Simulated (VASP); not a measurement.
Write the native input for VASP 6.6.1 that does the following.

- Task: single point
- Functional: PBE
- Potentials or basis: VASP PAW PBE potentials, release 64 (Al, N)
- Cutoff: 520 eV
- k mesh: 12 × 12 × 6
- Occupations: gaussian, width 0.05 eV
- Spin: no spin polarisation
- Dipole correction: no
- Further INCAR settings: ALGO = Normal; EDIFF = 1e-07; NBANDS = 16

The structure of AlN lies in POSCAR:

```
AlN
1.0
    3.1110021516      0.0000000000      0.0000000000
   -1.5555010758      2.6942068945     -0.0673551724
    0.0000000000     -0.1244500000      4.9780000000
Al N
2 2
Direct
    0.3333333333      0.6666666667      0.0000000000
    0.6666666667      0.3333333333      0.5000000000
    0.3333333333      0.6666666667      0.3850000000
    0.6666666667      0.3333333333      0.8850000000
```

This cell differs from its parent crystal: strain -0.0500 x Voigt [0, 0, 0, 1, 0, 0].

These files were run (other wordings do the same):

INCAR

```
ALGO = Normal
EDIFF = 1E-7
ENCUT = 520
GGA = PE
ISIF = 2
ISMEAR = 0
LASPH = True
LCHARG = False
LREAL = False
LWAVE = False
NBANDS = 16
NELM = 80
PREC = Accurate
SIGMA = 0.05
```

KPOINTS

```
k-points
0
Gamma
  12 12 6
```

Potentials or basis: VASP PAW PBE potentials, release 64 (Al, N).

Run with:

```sh
$ cat potpaw_PBE.64/Al/POTCAR potpaw_PBE.64/N/POTCAR > POTCAR
$ mpirun -np 1 vasp_std > vasp.out
```

Results of the run:

* Pressure: 4.0 GPa
* Largest force: 0.371 eV/Å
* Band gap on the k mesh: 4.08 eV

Caveat: the cell differs from its parent crystal (strain -0.0500 x Voigt [0, 0, 0, 1, 0, 0]); the cell stands under pressure.

It took 90 s on 1 thread of Intel(R) Xeon(R) Platinum 8259CL CPU @ 2.50GHz (Skylake/Cascade Lake), on a shared host, peak memory 0.25 GiB.
